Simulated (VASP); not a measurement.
The system is K3Pb.

```
K Pb
1.0
     0.00000    4.36215    4.36215
     4.36215    0.00000    4.36215
     4.36215    4.36215    0.00000
K Pb
3 1
Direct
  0.25000 0.25000 0.25000
  0.50000 0.50000 0.50000
  0.75000 0.75000 0.75000
  0.00000 0.00000 0.00000
```

The cell was generated, and may not be a known phase.

- Program: VASP 6.6.1
- Task: relaxation of cell and atoms
- Functional: PBE
- Potentials or basis: VASP PAW PBE potentials, release 64 (K_sv, Pb_d)
- Cutoff: 600 eV
- k mesh: 4 × 4 × 4
- Occupations: gaussian, width 0.1 eV
- Spin: no spin polarisation

At the start: pressure 1.1 GPa; volume 41.50 Å³/atom.

Task: Where does the relaxation end?

Result: Over 3 steps the energy falls by 16.3 meV/atom and the volume is 46.98 Å³/atom (+13.2 %); space group Fm-3m (No. 225, to 0.1 Å) before and after.

The path:
```tsv
step	energy change (eV)	largest force (eV/Å)	pressure (GPa)	volume (Å³)
1	0.0000	0.0000	1.14	166.01
2	-0.0406	0.0000	0.68	173.20
3	-0.0651	0.0000	-0.09	187.91
```

Final structure:
```
K Pb
1.0
     0.00000    4.54611    4.54611
     4.54611    0.00000    4.54611
     4.54611    4.54611    0.00000
K Pb
3 1
Direct
  0.25000 0.25000 0.25000
  0.50000 0.50000 0.50000
  0.75000 0.75000 0.75000
  0.00000 0.00000 0.00000
```
